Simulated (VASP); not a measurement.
# Si (a cell with a defect) in VASP: a series of runs

Si (a cell with a defect) is run at these levels: PBEsol; tasks: single point.

Everything below comes from runs of VASP 6.6.1. Logs are shortened: lines on timing, memory, paths and dates and some standing lists are left out, and cuts for length are marked.

### Step 1. The cell of the first run

The cell holds a defect, 17 atoms: a = 7.679 Å, b = 7.679 Å, c = 7.679 Å, α = 60.00°, β = 60.00°, γ = 60.00°.

### Step 2. Single point, PBEsol

The input, INCAR:

```
SYSTEM = Si
ALGO = Normal ; EDIFF = 1E-6
ENCUT = 520 ; GGA = PS
ISIF = 2 ; ISMEAR = 0
LASPH = .TRUE. ; LCHARG = .TRUE.
LELF = .TRUE. ; LREAL = Auto
LVHAR = .TRUE. ; LWAVE = .FALSE.
NBANDS = 48 ; NELM = 60
PREC = Accurate ; SIGMA = 0.02
```

The input, KPOINTS:

```
k-points
0
G
  2 2 2
  0 0 0
```

The input, POSCAR:

```
Si
1.0
    0.0000000000      5.4300000000      5.4300000000
    5.4300000000      0.0000000000      5.4300000000
    5.4300000000      5.4300000000      0.0000000000
Si
17
Direct
   -0.0124620626     -0.0125926335      0.0377145488
    0.1291323204      0.1291065378      0.1273371087
    0.0075241252      0.0075572744      0.5061134438
    0.1112956722      0.1111662063      0.6664490792
    0.0063603131      0.5011131676     -0.0085365562
    0.1291611418      0.6145011050      0.1272821363
    0.0075615101      0.4788760589      0.5060572744
    0.1375848987      0.6214392265      0.6195889503
    0.5011631676      0.0062994475     -0.0084215470
    0.6145987109      0.1290097606      0.1274616943
    0.4790147330      0.0074213628      0.5062322284
    0.6214915285      0.1375151013      0.6196930018
    0.5011884899      0.5010341621     -0.0084569982
    0.6327626151      0.6327016575      0.1019000000
    0.5082053407      0.5081138122      0.4756274401
    0.6215162063      0.6213773481      0.6196585635
    0.8574877532      0.8573081952      0.4279654696
```

Potentials or basis: VASP PAW PBE potentials, release 64 (Si).

Launch:

```
cat potpaw_PBE.64/Si/POTCAR > POTCAR
mpirun -np 1 vasp_std > vasp.out
```

OUTCAR:

```text
SYSTEM = Si
   EDIFF = 1E-6
   ENCUT = 520
   GGA = PS
   ISIF = 2
   ISMEAR = 0
   LASPH = .TRUE.
   LREAL = Auto
   NELM = 60
   PREC = Accurate

 ion  position               nearest neighbor table
   1  0.988  0.987  0.038-   4 2.33   6 2.35   2 2.35  10 2.35  17 2.45
   2  0.129  0.129  0.127-   5 2.33   9 2.33   1 2.35   3 2.38  17 2.96
   3  0.008  0.008  0.506-   4 2.32   2 2.38  17 2.39  12 2.42   8 2.42
   4  0.111  0.111  0.666-  11 2.32   3 2.32   7 2.32   1 2.33
   5  0.006  0.501  0.991-   8 2.33   6 2.33   2 2.33  14 2.34
   6  0.129  0.615  0.127-   5 2.33  13 2.33   1 2.35   7 2.38  17 2.96
   7  0.008  0.479  0.506-   4 2.32   6 2.38  17 2.39  16 2.42   8 2.42
   8  0.138  0.621  0.620-  15 2.33   5 2.33   7 2.42   3 2.42  17 2.58
   9  0.501  0.006  0.992-  12 2.33   2 2.33  10 2.33  14 2.34
  10  0.615  0.129  0.127-  13 2.33   9 2.33   1 2.35  11 2.38  17 2.96
  11  0.479  0.007  0.506-   4 2.32  10 2.38  17 2.39  12 2.42  16 2.42
  12  0.621  0.138  0.620-  15 2.33   9 2.33   3 2.42  11 2.42  17 2.59
  13  0.501  0.501  0.992-  16 2.33   6 2.33  10 2.33  14 2.34
  14  0.633  0.633  0.102-  15 2.34   5 2.34  13 2.34   9 2.34
  15  0.508  0.508  0.476-  12 2.33  16 2.33   8 2.33  14 2.34
  16  0.622  0.621  0.620-  15 2.33  13 2.33   7 2.42  11 2.42  17 2.58
  17  0.857  0.857  0.428-   3 2.39   7 2.39  11 2.39   1 2.45   8 2.58  16 2.58  12 2.59  10 2.96
                             2 2.96   6 2.96

  LATTYP: Found a face centered cubic cell.
 ALAT       =    10.8600000000

  Lattice vectors:

 A1 = (   0.0000000000,   5.4300000000,   5.4300000000)
 A2 = (   5.4300000000,   0.0000000000,   5.4300000000)
 A3 = (   5.4300000000,   5.4300000000,   0.0000000000)

Analysis of symmetry for initial positions (statically):
=====================================================================
 Subroutine PRICEL returns:
 Original cell was already a primitive cell.

 Routine SETGRP: Setting up the symmetry group for a
 face centered cubic supercell.

 Subroutine GETGRP returns: Found  1 space group operations
 (whereof  1 operations were pure point group operations)
 out of a pool of 48 trial point group operations.

The static configuration has the point symmetry C_1 .

Analysis of symmetry for dynamics (positions and initial velocities):
=====================================================================
 Subroutine PRICEL returns:
 Original cell was already a primitive cell.

 Routine SETGRP: Setting up the symmetry group for a
 face centered cubic supercell.

 Subroutine GETGRP returns: Found  1 space group operations
 (whereof  1 operations were pure point group operations)
 out of a pool of 48 trial point group operations.

The dynamic configuration has the point symmetry C_1 .

 Subroutine INISYM returns: Found  1 space group operations
 (whereof  1 operations are pure point group operations),
 and found     1 'primitive' translations

----------------------------------------------------------------------------------------

                                     Primitive cell

  volume of cell :     320.2060

  direct lattice vectors                    reciprocal lattice vectors
     0.000000000  5.430000000  5.430000000    -0.092081031  0.092081031  0.092081031
     5.430000000  0.000000000  5.430000000     0.092081031 -0.092081031  0.092081031
     5.430000000  5.430000000  0.000000000     0.092081031  0.092081031 -0.092081031

  length of vectors
     7.679179644  7.679179644  7.679179644     0.159489025  0.159489025  0.159489025

  position of ions in fractional coordinates (direct lattice)
     0.987537937  0.987407367  0.037714549
     0.129132320  0.129106538  0.127337109
     0.007524125  0.007557274  0.506113444
     0.111295672  0.111166206  0.666449079
     0.006360313  0.501113168  0.991463444
     0.129161142  0.614501105  0.127282136
[... 9 lines left out ...]
     0.621516206  0.621377348  0.619658564
     0.857487753  0.857308195  0.427965470

  ion indices of the primitive-cell ions
   primitive index   ion index
                 1           1
                 2           2
                 3           3
                 4           4
                 5           5
                 6           6
[... 9 lines left out ...]
                16          16
                17          17

----------------------------------------------------------------------------------------

 KPOINTS: k-points

Automatic generation of k-mesh.
 Grid dimensions read from file:
 generate k-points for:    2    2    2

 Generating k-lattice:

  Cartesian coordinates                     Fractional coordinates (reciprocal lattice)
    -0.046040516  0.046040516  0.046040516     0.500000000  0.000000000  0.000000000
     0.046040516 -0.046040516  0.046040516     0.000000000  0.500000000  0.000000000
     0.046040516  0.046040516 -0.046040516     0.000000000  0.000000000  0.500000000

  Length of vectors
     0.079744512  0.079744512  0.079744512

  Shift w.r.t. Gamma in fractional coordinates (k-lattice)
     0.000000000  0.000000000  0.000000000

 Subroutine IBZKPT returns following result:
 ===========================================

 Found      8 irreducible k-points:

 Following reciprocal coordinates:
            Coordinates               Weight
  0.000000  0.000000  0.000000      1.000000
  0.500000  0.000000  0.000000      1.000000
  0.000000  0.500000  0.000000      1.000000
  0.000000  0.000000  0.500000      1.000000
  0.500000  0.500000  0.500000      1.000000
  0.500000  0.500000  0.000000      1.000000
  0.000000  0.500000  0.500000      1.000000
  0.500000  0.000000  0.500000      1.000000
   k-points           NKPTS =      8   k-points in BZ     NKDIM =      8   number of bands    NBANDS=     48
   number of dos      NEDOS =    301   number of ions     NIONS =     17
   total plane-waves  NPLWV = 216000
   dimension x,y,z NGX =    60 NGY =   60 NGZ =   60
   dimension x,y,z NGXF=   120 NGYF=  120 NGZF=  120
   ions per type =              17
   NGX,Y,Z   is equivalent  to a cutoff of  12.99, 12.99, 12.99 a.u.
   NGXF,Y,Z  is equivalent  to a cutoff of  25.98, 25.98, 25.98 a.u.
 SYSTEM =  Si
   PREC   = accura    normal or accurate (medium, high low for compatibility)
   ISTART =      0    job   : 0-new  1-cont  2-samecut
   ICHARG =      2    charge: 1-file 2-atom 10-const
   ISPIN  =      1    spin polarized calculation?
   LNONCOLLINEAR =      F non collinear calculations
   LSORBIT =      F    spin-orbit coupling
   LASPH  =      T    aspherical Exc in radial PAW
   ENCUT  =  520.0 eV  38.22 Ry    6.18 a.u.  14.28 14.28 14.28*2*pi/ulx,y,z
   NELM   =     60;   NELMIN=  2; NELMDL= -5     # of ELM steps
   EDIFF  = 0.1E-05   stopping-criterion for ELM
   LREAL  =      T    real-space projection
   EDIFFG = 0.1E-04   stopping-criterion for IOM
   NSW    =      0    number of steps for IOM
   IBRION =     -1    ionic relax: 0-MD 1-quasi-New 2-CG
   NFREE  =      0    steps in history (QN), initial steepest desc. (CG)
   ISIF   =      2    stress and relaxation
   ISYM   =      2    0-nonsym 1-usesym 2-fastsym
   POTIM  = 0.5000    time-step for ionic-motion
   TEBEG  =    0.0;   TEEND  =   0.0 temperature during run
   PSTRESS=    0.0 pullay stress
   NELECT =      68.0000    total number of electrons
   NUPDOWN=      -1.0000    fix difference up-down
   EMIN   =  10.00;   EMAX   =-10.00  energy-range for DOS
   EFERMI =   0.00;   METHOD = LEGACY
   ISMEAR =     0;   SIGMA  =   0.02  broadening in eV -4-tet -1-fermi 0-gaus
   EFERMI_NEDOS =   21; number of points for ismear=-14 and -15
   IALGO  =     38    algorithm
   IMIX   =      4    mixing-type and parameters
     AMIX     =   0.40;   BMIX     =  1.00
     AMIX_MAG =   1.60;   BMIX_MAG =  1.00
  volume/ion in A,a.u.               =      18.84       127.11
  Fermi-wavevector in a.u.,A,eV,Ry     =   0.976715  1.845724 12.979587  0.953973
  Thomas-Fermi vector in A             =   2.107356
   LORBIT       =      0    0 simple, 1 ext, 2 COOP (PROOUT), +10 PAW based schemes
   GGA     = PS    functional components
   LHFCALC =     F    Hartree Fock is set to
   AEXX    =    0.0000 exact exchange contribution
   IVDW    =     0    specifies the selected vdW correction
   LEPSILON=     F    determine dielectric tensor
   LRPA    =     F    only Hartree local field effects (RPA)
 non-spin polarized calculation
 Gauss-broadening in eV      SIGMA  =   0.02
  energy-cutoff  :      520.00
  volume of cell :      320.21
 maximum number of plane-waves:      8646
 NGX is ok and might be reduce to    60
   NGX = 29   NGY = 29   NGZ = 29

 number of electron      68.0000000 magnetization

 Free energy of the ion-electron system (eV)
  ---------------------------------------------------
  ext. energy  EPLUGINS =         0.00000000
  ---------------------------------------------------
  free energy    TOTEN  =       -93.80842539 eV

  energy without entropy =      -93.80456884  energy(sigma->0) =      -93.80649712

 E-fermi :   6.7773     XC(G=0):  -9.8126

 val. band max:        6.6409334176   @ k =   0.0000   0.0000   0.0000
 cond. band min:       6.7832456349   @ k =   0.0000   0.5000   0.5000
 fundamental gap:      0.1423122174
 Fermi energy:         6.7772881330

 k-point     1 :       0.0000    0.0000    0.0000
  band No.  band energies     occupation
      1      -6.3643      2.00000
      2      -3.8721      2.00000
      3      -3.6831      2.00000
      4      -3.6831      2.00000
      5      -3.5782      2.00000
      6      -2.8145      2.00000
[... 38 lines left out ...]
     45       8.1249      0.00000
     46       8.8388      0.00000

 k-point     2 :       0.5000    0.0000    0.0000
  band No.  band energies     occupation
      1      -5.9452      2.00000
      2      -5.0309      2.00000
      3      -3.6479      2.00000
      4      -3.5020      2.00000
      5      -3.3713      2.00000
      6      -3.0184      2.00000
[... 38 lines left out ...]
     45       9.6840      0.00000
     46       9.7832      0.00000

 k-point     3 :       0.0000    0.5000    0.0000
  band No.  band energies     occupation
      1      -5.9451      2.00000
      2      -5.0310      2.00000
      3      -3.6478      2.00000
      4      -3.5021      2.00000
      5      -3.3713      2.00000
      6      -3.0186      2.00000
[... 38 lines left out ...]
     45       9.6837      0.00000
     46       9.7836      0.00000

 k-point     4 :       0.0000    0.0000    0.5000
  band No.  band energies     occupation
      1      -5.9759      2.00000
      2      -4.9662      2.00000
      3      -3.5734      2.00000
      4      -3.4849      2.00000
      5      -3.4848      2.00000
      6      -3.0204      2.00000
[... 38 lines left out ...]
     45       9.7616      0.00000
     46       9.9056      0.00000

 k-point     5 :       0.5000    0.5000    0.5000
  band No.  band energies     occupation
      1      -5.9451      2.00000
      2      -5.0310      2.00000
      3      -3.6479      2.00000
      4      -3.5021      2.00000
      5      -3.3713      2.00000
      6      -3.0186      2.00000
[... 38 lines left out ...]
     45       9.6837      0.00000
     46       9.7834      0.00000

 k-point     6 :       0.5000    0.5000    0.0000
  band No.  band energies     occupation
      1      -5.8172      2.00000
      2      -4.7758      2.00000
      3      -4.0621      2.00000
      4      -3.9363      2.00000
      5      -3.8983      2.00000
      6      -3.6847      2.00000
[... 38 lines left out ...]
     45      10.0368      0.00000
     46      10.2317      0.00000

 k-point     7 :       0.0000    0.5000    0.5000
  band No.  band energies     occupation
      1      -5.8171      2.00000
      2      -4.7758      2.00000
      3      -4.0621      2.00000
      4      -3.9363      2.00000
      5      -3.8983      2.00000
      6      -3.6847      2.00000
[... 38 lines left out ...]
     45      10.0367      0.00000
     46      10.2318      0.00000

 k-point     8 :       0.5000    0.0000    0.5000
  band No.  band energies     occupation
      1      -5.8172      2.00000
      2      -4.7756      2.00000
      3      -4.0621      2.00000
      4      -3.9362      2.00000
      5      -3.8984      2.00000
      6      -3.6849      2.00000
[... 38 lines left out ...]
     45      10.0370      0.00000
     46      10.2313      0.00000
 [bands above 46 left out]

------------------------ aborting loop because EDIFF is reached ----------------------------------------

  FORCE on cell =-STRESS in cart. coord.  units (eV):
  Direction    XX          YY          ZZ          XY          YZ          ZX
  --------------------------------------------------------------------------------------
  -------------------------------------------------------------------------------------
  Total        6.3207123      6.3378238      6.3234671     -0.5093724      0.5071589      0.5099423
  in kB       31.6262077     31.7118269     31.6399916     -2.5486873      2.5376117      2.5515386
  external PRESSURE =      31.6593420 kB  Pullay stress =       0.0000000 kB

 VOLUME and BASIS-vectors are now :
 -----------------------------------------------------------------------------
  energy-cutoff  :      520.00
  volume of cell :      320.21
      direct lattice vectors                 reciprocal lattice vectors
     0.000000000  5.430000000  5.430000000    -0.092081031  0.092081031  0.092081031
     5.430000000  0.000000000  5.430000000     0.092081031 -0.092081031  0.092081031
     5.430000000  5.430000000  0.000000000     0.092081031  0.092081031 -0.092081031

 POSITION                                       TOTAL-FORCE (eV/Angst)
 -----------------------------------------------------------------------------------
      5.56641      5.56712     10.72395        -0.090955     -0.091814      0.090707
      1.39249      1.39263      1.40224        -0.004175     -0.004161     -0.031385
      2.78923      2.78905      0.08189        -0.017550     -0.016572     -0.090271
      4.22245      4.22315      1.20797        -0.062253     -0.062853      0.061858
      8.10469      5.41818      2.75558         0.022953      0.027215     -0.022665
      4.02788      1.39249      4.03809         0.032105     -0.004036      0.004184
[... 9 lines left out ...]
      6.73882      6.73958      6.74891         0.024924      0.024884     -0.023596
      6.97904      6.98001      9.31134        -0.152714     -0.152236      0.152481
 -----------------------------------------------------------------------------------
    total drift:                               -0.010183     -0.009898      0.009856

  FREE ENERGIE OF THE ION-ELECTRON SYSTEM (eV)
  ---------------------------------------------------
  free  energy   TOTEN  =       -93.8084253921 eV

  energy  without entropy=      -93.8045688419  energy(sigma->0) =      -93.80649712
```

It took 3 min on 1 thread of Intel Xeon Platinum 8488C (Sapphire Rapids), shared host; peak memory 0.47 GiB.

What came out:

```yaml
Free_energy: -93.8084 eV
Pressure: 3.2 GPa
Largest_force: 0.264 eV/Å
Band_gap_on_the_k_mesh: zero (bands 34 and 35 overlap by 0.14 eV)
```

Forces in eV/Å, atoms in the order of the input:
```
Si  -0.091 -0.092  0.091
Si  -0.004 -0.004 -0.031
Si  -0.018 -0.017 -0.090
Si  -0.062 -0.063  0.062
Si   0.023  0.027 -0.023
Si   0.032 -0.004  0.004
Si   0.090 -0.017  0.017
Si   0.025  0.024 -0.025
Si   0.027  0.022 -0.023
Si  -0.004  0.032  0.004
Si  -0.017  0.091  0.018
Si   0.023  0.025 -0.025
Si   0.023  0.022 -0.027
Si   0.040  0.039 -0.039
Si   0.042  0.041 -0.042
Si   0.025  0.025 -0.024
Si  -0.153 -0.152  0.152
```

Levels at points of the mesh, in eV from the Fermi level:
```tsv
k point	band 31	band 32	band 33	band 34	band 35	band 36	band 37	band 38
(0.00, 0.00, 0.00)	-0.82	-0.73	-0.73	-0.43	-0.14	-0.14	0.06	0.06
(0.50, 0.00, 0.00)	-1.39	-1.37	-1.16	-0.22	0.27	0.74	0.79	0.88
(0.00, 0.50, 0.00)	-1.39	-1.37	-1.16	-0.22	0.27	0.74	0.79	0.88
(0.00, 0.00, 0.50)	-1.49	-1.32	-1.32	-0.35	0.40	0.40	1.03	1.03
(0.50, 0.50, 0.50)	-1.39	-1.37	-1.16	-0.22	0.27	0.74	0.79	0.88
(0.50, 0.50, 0.00)	-1.93	-1.78	-0.90	0.01	0.56	1.09	1.21	1.24
(0.00, 0.50, 0.50)	-1.93	-1.78	-0.90	0.01	0.56	1.09	1.21	1.24
(0.50, 0.00, 0.50)	-1.93	-1.78	-0.90	0.01	0.56	1.09	1.21	1.24
```

Caveat: the k points lie up to 0.50 Å⁻¹ apart; the PAW data sets were made with another functional, which shifts forces and pressure a little.

[end of part 1 of 2]
